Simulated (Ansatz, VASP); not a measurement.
## One calculation of V, two programs

Contents of POSCAR:

```
V
1.0
    2.4918293647      0.0000000000      0.0000000000
    0.0000000000      2.4918293647      0.0000000000
    0.0000000000      0.0000000000      2.4918293647
V
1
Direct
    0.0000000000      0.0000000000      0.0000000000
```

Contents of INCAR.step1:

```
SYSTEM = V
ALGO     = Normal         ! electronic algorithm
EDIFF    = 1E-4           ! SCF threshold, eV
ENCUT    = 520            ! plane-wave cutoff, eV
GGA      = PE             ! functional
ISMEAR   = -1             ! smearing method
LASPH    = .True.         ! aspherical terms in the spheres
LCHARG   = .False.        ! write CHGCAR
LREAL    = .False.        ! projectors in reciprocal space
LWAVE    = .True.         ! write WAVECAR
NBANDS   = 12             ! bands
NELM     = 80             ! most SCF steps
PREC     = Accurate       ! precision mode
SIGMA    = 0.1            ! smearing width, eV
```

File INCAR.step2:

```
SYSTEM = V
ALGO     = Normal         ! electronic algorithm
EDIFF    = 1E-7           ! SCF threshold, eV
ENCUT    = 520            ! plane-wave cutoff, eV
ISIF     = 2              ! what is computed and relaxed
ISMEAR   = -1             ! smearing method
ISTART   = 1            
LASPH    = .True.         ! aspherical terms in the spheres
LCHARG   = .False.        ! write CHGCAR
LMIXTAU  = .True.       
LREAL    = .False.        ! projectors in reciprocal space
LWAVE    = .False.        ! write WAVECAR
METAGGA  = R2SCAN         ! meta-GGA
NBANDS   = 12             ! bands
NELM     = 80             ! most SCF steps
PREC     = Accurate       ! precision mode
SIGMA    = 0.1            ! smearing width, eV
```

KPOINTS

```
k-points
0
Gamma
  14 14 14
  0 0 0
```

Input for Ansatz:

```yaml
crystal:
  lattice:
    - [2.4918293647, 0.0, 0.0]
    - [0.0, 2.4918293647, 0.0]
    - [0.0, 0.0, 2.4918293647]
  atoms:
    - { symbol: V, position: [0.0, 0.0, 0.0] }
hamiltonian:
  xc: r2scan
  pseudopotentials:
    kind: paw
    azcp:
      V: "pseudopotentials/V.paw.azcp"
basis:
  ecutwfc: 500
  fft_grid_basis: typed
kpoints:
  mp_grid: { grid: [14, 14, 14], shift: [0, 0, 0] }
magnetization:
  spin_polarized: false
scf:
  occupations: { method: fermi_dirac, width: 0.1 }
  lower_state_search: "off"
output:
  stress: true
```

Alike in both runs: task single point; functional r2SCAN; k mesh 14 × 14 × 14; occupations fermi-dirac, width 0.1 eV; no spin polarisation.

|  | VASP | Ansatz |
| --- | --- | --- |
| version | VASP 6.6.1 | Ansatz 0.2.0 |
| potentials or method | VASP PAW PBE potentials, release 64 (V_sv), cutoff 520 eV | plane waves (500 eV) with PAW, scalar-relativistic |
| valence electrons in the cell | 13 | 13 |

Ansatz gave:

```
pressure (GPa) : -8.6
```

Which values does VASP return?

Pressure (GPa): -8.0.

VASP's potentials were made for PBE, not for r2SCAN.
